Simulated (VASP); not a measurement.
Hf, 1 atom in the cell. The structure is cubic, space group Pm-3m (No. 221). The conventional cell has a = 2.917 Å, b = 2.917 Å, c = 2.917 Å, α = 90.00°, β = 90.00°, γ = 90.00°. Hf (site symmetry m-3m) has 6 Hf at 2.92 Å within 3.8 Å. 

```yaml
Program: VASP 6.6.1
Task: single point
Functional: PBE
Potentials_or_basis: VASP PAW PBE potentials, release 64 (Hf_pv)
Cutoff: 520 eV
k_mesh: 15 × 15 × 15
Occupations: fermi-dirac, width 0.05 eV
Spin: no spin polarisation
Dipole_correction: no
Further_INCAR_settings: ALGO = Normal; EDIFF = 1e-07; NBANDS = 11
```

Potentials or basis: VASP PAW PBE potentials, release 64 (Hf_pv).

The run is started by

```sh
$ cat potpaw_PBE.64/Hf_pv/POTCAR > POTCAR
$ mpirun -np 1 vasp_std > vasp.out
```

Hardware: 1 thread of Intel(R) Xeon(R) Platinum 8259CL CPU @ 2.50GHz (Skylake/Cascade Lake), with other jobs on the host.

Task: How long does it take, and how much memory?

Result: It took 18 s on 1 thread of Intel(R) Xeon(R) Platinum 8259CL CPU @ 2.50GHz (Skylake/Cascade Lake), on a shared host, peak memory 0.16 GiB. Counts: scf iterations 12, k points 120.
